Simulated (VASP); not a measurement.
Wanted: the native input for a VASP 6.6.1 run.

| Item | Value |
| --- | --- |
| Task | relaxation of cell and atoms |
| Functional | LDA |
| Potentials or basis | VASP PAW LDA potentials, release 64 (Li_sv, Zn) |
| Cutoff | 600 eV |
| k mesh | 6 × 6 × 6 |
| Occupations | methfessel-paxton, width 0.15 eV |
| Spin | no spin polarisation |
| Target pressure | 2 GPa |
| Dipole correction | no |
| Further INCAR settings | ALGO = Normal; EDIFF = 1e-06; IBRION = 2; EDIFFG = -0.05; NSW = 80; ISIF = 3 |

The structure of LiZn3 lies in POSCAR:

```
LiZn3
1.0
    0.0000000000      3.0111110000      3.0111110000
    3.0111110000      0.0000000000      3.0111110000
    3.0111110000      3.0111110000      0.0000000000
Li Zn
1 3
Direct
    0.0000000000      0.0000000000      0.0000000000
    0.2500000000      0.2500000000      0.2500000000
    0.7500000000      0.7500000000      0.7500000000
    0.5000000000      0.5000000000      0.5000000000
```

The input as run:

INCAR

```
ALGO = Normal ; EDIFF = 1E-6
EDIFFG = -0.05 ; ENCUT = 600
IBRION = 2 ; ISIF = 3
ISMEAR = 1 ; LASPH = T
LCHARG = F ; LREAL = F
LWAVE = F ; NELM = 60
NSW = 80 ; PREC = Accurate
PSTRESS = 20.0 ; SIGMA = 0.15
```

KPOINTS

```
k-points
0
Gamma
  6 6 6
```

Potentials or basis: VASP PAW LDA potentials, release 64 (Li_sv, Zn).

Run with:

```console
$ cat potpaw_LDA.64/Li_sv/POTCAR potpaw_LDA.64/Zn/POTCAR > POTCAR
$ mpirun -np 1 vasp_std > vasp.out
```

Results of the run:

```json
{"Relaxed volume": "12.59 Å³/atom", "Relaxed cell": "a = 4.145 Å, b = 4.145 Å, c = 4.145 Å, α = 60.00°, β = 60.00°, γ = 60.00°", "Space group after relaxing (to 0.1 Å)": "Fm-3m (No. 225)", "Energy change on relaxing (the run minimises the enthalpy)": "-10.6 meV/atom", "Ionic steps": "2", "Pressure after relaxing": "1.8 GPa", "Band gap on the k mesh": "zero (an odd number of electrons rules out a gap without spin polarisation)"}
```

Caveat: the cutoff is under 1.25 times the usual one of these potentials, so pressure, stress and relaxed cells hold a basis-set (Pulay) error; the cell is relaxed towards a set pressure, so the run minimises the enthalpy, not the energy.

It took 2 min on 1 thread of AMD EPYC 7R13, on a shared host, peak memory 0.15 GiB.
